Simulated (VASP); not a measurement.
Input of a VASP 6.6.1 run:

File INCAR:

```
  ALGO = Normal
  EDIFF = 1E-6
  ENCUT = 520
  GGA = PE
  ISIF = 2
  ISMEAR = -1
  LASPH = True
  LCHARG = False
  LREAL = False
  LWAVE = False
  NBANDS = 8
  NELM = 80
  PREC = Accurate
  SIGMA = 0.05
```

File KPOINTS:

```
k-points
0
Gamma
  14 14 14
```

The input POSCAR:

```
B
1.0
    1.8725870013      0.0000000000      0.0000000000
    0.0000000000      1.8725870013      0.0000000000
    0.0000000000      0.0000000000      1.8725870013
B
1
Direct
    0.5000000000      0.5000000000      0.5000000000
```

Potentials or basis: VASP PAW PBE potentials, release 64 (B).

The run is started by

```sh
$ cat potpaw_PBE.64/B/POTCAR > POTCAR
$ mpirun -np 1 vasp_std > vasp.out
```

Predict the pressure.

5.3 GPa.
